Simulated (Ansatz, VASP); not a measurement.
One calculation of Cs, two programs

POSCAR

```
Cs
1.0
   -3.1348857123      3.1348857123      3.1348857123
    3.1348857123     -3.1348857123      3.1348857123
    3.1348857123      3.1348857123     -3.1348857123
Cs
1
Direct
    0.0000000000      0.0000000000      0.0000000000
```

INCAR.step1

```
SYSTEM = Cs
ALGO = Normal
EDIFF = 1E-4
ENCUT = 520
GGA = PE
ISMEAR = -1
LASPH = .True.
LCHARG = .False.
LREAL = .False.
LWAVE = .True.
NBANDS = 10
NELM = 60
PREC = Accurate
SIGMA = 0.2
```

File INCAR.step2:

```
SYSTEM = Cs
ALGO = Normal
EDIFF = 1E-6
ENCUT = 520
ISIF = 2
ISMEAR = -1
ISTART = 1
LASPH = .True.
LCHARG = .True.
LELF = .True.
LMIXTAU = .True.
LREAL = .False.
LVHAR = .True.
LWAVE = .False.
METAGGA = R2SCAN
NBANDS = 10
NELM = 60
PREC = Accurate
SIGMA = 0.2
```

File KPOINTS:

```
k-points
0
Gamma
  7 7 7
  0 0 0
```

Input for Ansatz:

```yaml
crystal:
  lattice:
    - [-3.1348857123, 3.1348857123, 3.1348857123]
    - [3.1348857123, -3.1348857123, 3.1348857123]
    - [3.1348857123, 3.1348857123, -3.1348857123]
  atoms:
    - { symbol: Cs, position: [0.0, 0.0, 0.0] }
hamiltonian:
  xc: r2scan
  pseudopotentials:
    kind: paw
    azcp:
      Cs: "pseudopotentials/Cs.paw.azcp"
basis:
  ecutwfc: 500
  fft_grid_basis: typed
kpoints:
  mp_grid: { grid: [7, 7, 7], shift: [0, 0, 0] }
magnetization:
  spin_polarized: false
scf:
  occupations: { method: fermi_dirac, width: 0.2 }
  lower_state_search: "off"
output:
  stress: true
  write_density: true
  write_potential: true
  elf: true
  volumetric_format: npy
```

Alike in both runs: task single point; functional r2SCAN; k mesh 7 × 7 × 7; occupations fermi-dirac, width 0.2 eV; no spin polarisation.

```csv
,VASP,Ansatz
version,VASP 6.6.1,Ansatz 0.2.0
potentials or method,"VASP PAW PBE potentials, release 64 (Cs_sv), cutoff 520 eV","plane waves (500 eV) with PAW, scalar-relativistic"
valence electrons in the cell,9,9
```

|  | VASP | Ansatz | Ansatz less VASP |
| --- | --- | --- | --- |
| pressure (GPa) | 0.0 | 0.0 | 0.00 |

VASP's potentials were made for PBE, not for r2SCAN.

Spin-orbit coupling is off throughout.
